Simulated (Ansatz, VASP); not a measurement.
# One calculation of Al2GaP2, two programs

```xyz
5
Lattice="-2.3052 2.3052 4.5276 2.3052 -2.3052 4.5276 2.3052 2.3052 -4.5276" Properties=species:S:1:pos:R:3 pbc="T T T"
Al    0.0000    0.0000    3.2166
Al    0.0000    0.0000    5.8387
Ga    0.0000    0.0000    0.0000
P     0.0000    2.3052    2.2638
P     2.3052    0.0000    2.2638
```

Change from the starting cell: species swapped into the TmSi2Os2 type (I4/mmm, No. 139).

Alike in both runs: functional PBE; k mesh 6 × 6 × 6; occupations gaussian, width 0.1 eV; no spin polarisation.

Ansatz relaxed the structure, and its values are those at the end. VASP's run is a single point on that final structure, the one shown.

|  | VASP | Ansatz |
| --- | --- | --- |
| version | VASP 6.6.1 | Ansatz 0.2.0 |
| potentials or method | VASP PAW PBE potentials, release 64 (Al, Ga_d, P), cutoff 520 eV | scalar-relativistic, plane waves, PAW |
| valence electrons in the cell | 29 | 29 |

```csv
,VASP,Ansatz,Ansatz less VASP
gap on the k mesh at the Fermi level (eV),none,none,-
pressure (GPa),0.1,0.1,+0.05
```

A gap of «none» marks a metal or a gap that the smearing closes.
